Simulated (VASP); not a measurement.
Rh, 1 atom in the cell. It takes space group I4/mmm (No. 139, tetragonal). The conventional cell has a = 2.623 Å, b = 2.623 Å, c = 4.081 Å, α = 90.00°, β = 90.00°, γ = 90.00°. Within 3.5 Å of Rh (site symmetry 4/mmm) lie 12 Rh at 2.62 to 2.76 Å.  This cell differs from its parent crystal: ratio of the length along z to the lengths across it x 1.1, volume and fractional coordinates fixed.

| Quantity | Value |
| --- | --- |
| Program | VASP 6.6.1 |
| Task | single point |
| Functional | PBE |
| Potentials or basis | VASP PAW PBE potentials, release 64 (Rh_pv) |
| Cutoff | 520 eV |
| k mesh | 30 × 30 × 30 |
| Occupations | gaussian, width 0.15 eV |
| Spin | no spin polarisation |
| Dipole correction | no |
| Further INCAR settings | ALGO = Fast; EDIFF = 1e-06; NBANDS = 14 |

Potentials or basis: VASP PAW PBE potentials, release 64 (Rh_pv).

Command:

```bash
$ cat potpaw_PBE.64/Rh_pv/POTCAR > POTCAR
$ mpirun -np 1 vasp_std > vasp.out
```

Hardware: 1 thread of Intel(R) Xeon(R) Platinum 8559C (Emerald Rapids), with other jobs on the host.

Q: How long does it take, and how much memory?

A: It took 2.3 min on 1 thread of Intel(R) Xeon(R) Platinum 8559C (Emerald Rapids) (shared host), peak memory 0.45 GiB. Counts: scf iterations 12, k points 1992.
